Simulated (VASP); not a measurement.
A run of VASP 6.6.1 is set up as follows.

POSCAR

```
Ir
1.0
    0.0000000000      1.8819593787      1.8819593787
    1.8819593787      0.0000000000      1.8819593787
    1.8819593787      1.8819593787      0.0000000000
Ir
1
Direct
    0.0000000000      0.0000000000      0.0000000000
```

Contents of INCAR.step1:

```
PREC = Accurate
ENCUT = 420
EDIFF = 1E-5
ISMEAR = -1
SIGMA = 0.1
LREAL = F
LASPH = T
NELM = 120
ALGO = Normal
ISIF = 2
LWAVE = T
LCHARG = F
GGA = PE
NBANDS = 14
GGA_COMPAT = F
```

Contents of INCAR.step2:

```
PREC = Accurate
ENCUT = 420
EDIFF = 1E-6
ISMEAR = -1
SIGMA = 0.1
LREAL = F
LASPH = T
NELM = 120
ALGO = Normal
ISIF = 2
LWAVE = F
LCHARG = F
GGA = PE
LHFCALC = T
HFSCREEN = 0.2079
PRECFOCK = Normal
ISTART = 1
NBANDS = 14
GGA_COMPAT = F
```

File KPOINTS:

```
Automatic mesh
0
Gamma
  6 6 6
```

Potentials or basis: VASP PAW PBE potentials, release 64 (Ir_sv_GW).

Command:

```bash
$ cat potpaw_PBE.64/Ir_sv_GW/POTCAR > POTCAR
$ cp INCAR.step1 INCAR
$ mpirun -np 1 vasp_std > vasp.out
$ cp INCAR.step2 INCAR
$ mpirun -np 1 vasp_std > vasp.out
```

(1) What does it give for the band gap on the k mesh?

(2) Predict the pressure.

Results:

(1) zero (an odd number of electrons rules out a gap without spin polarisation).

(2) 20.6 GPa.

Caveat: the k points lie up to 0.48 Å⁻¹ apart, too coarse for converged energies and pressures of a metal; the PAW data sets were made with another functional, which shifts forces and pressure a little; spin-orbit coupling is left out, which moves the levels of the heavy elements.
